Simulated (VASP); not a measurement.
A run of VASP 6.6.1 is set up as follows.

INCAR

```
PREC = Accurate ; ENCUT = 520
EDIFF = 1E-6 ; ISMEAR = -1
SIGMA = 0.02 ; LREAL = False
LASPH = True ; NELM = 100
ALGO = Normal ; ISIF = 2
LWAVE = False ; LCHARG = False
GGA = PE ; NBANDS = 14
```

KPOINTS

```
Automatic mesh
0
Gamma
  8 8 8
```

File POSCAR:

```
NaI
1.0
    0.0323640000      3.2364000000      3.2364000000
    3.2364000000      0.0323640000      3.2364000000
    3.2687640000      3.2687640000      0.0000000000
Na I
1 1
Direct
    0.0000000000      0.0000000000      0.0000000000
    0.5000000000      0.5000000000      0.5000000000
```

Potentials or basis: VASP PAW PBE potentials, release 64 (Na_pv, I).

Command:

```console
$ cat potpaw_PBE.64/Na_pv/POTCAR potpaw_PBE.64/I/POTCAR > POTCAR
$ mpirun -np 1 vasp_std > vasp.out
```

**Question.** What does it give for the pressure?

**Answer.** 0.4 GPa.

**Question.** Estimate the band gap on the k mesh.

**Answer.** 3.59 eV, direct.

Stress tensor (GPa, compression positive):
```
 0.45 -0.14  0.00
-0.14  0.45  0.00
 0.00  0.00  0.44
```

Caveat: the cell differs from its parent crystal (xy shear strain of +2 %); spin-orbit coupling is left out, which moves the levels of the heavy elements.
